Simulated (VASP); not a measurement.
Runs of VASP 6.6.1 on KF. It takes space group Pm-3m (No. 221, cubic). Conventional cell: a = 3.179 Å, b = 3.179 Å, c = 3.179 Å, α = 90.00°, β = 90.00°, γ = 90.00°. K (site symmetry m-3m) has 8 F at 2.75 Å and 6 K at 3.18 Å within 3.6 Å. F (site symmetry m-3m) has 8 K at 2.75 Å and 6 F at 3.18 Å within 3.6 Å. 

```tsv
level	k mesh	cutoff (eV)	smearing	gap on the mesh (eV)	pressure (GPa)
PBE	4 × 4 × 4	600	gaussian 0.01 eV	6.80	3.0
PBE	6 × 6 × 6	600	methfessel-paxton 0.2 eV	6.80	2.9
r2SCAN	6 × 6 × 6	660	gaussian 0.01 eV	7.73	(a)
PBE+D3(BJ)	6 × 6 × 6	600	gaussian 0.01 eV	6.80	1.1
PBE	6 × 6 × 6	600	gaussian 0.01 eV	6.80	3.0
```

Alike in all rows: task single point; potentials or basis VASP PAW PBE potentials, release 64 (K_sv, F); no spin polarisation; cell as given.

Question: Fill in the values left out.

Answer: (a) 0.0.

Caveats: some runs use coarse meshes; the structure was generated, so it needn't be the stable form of KF; the PAW data sets were made with another functional, which shifts forces and pressure a little (at least some runs).

A k mesh can miss the band edges.
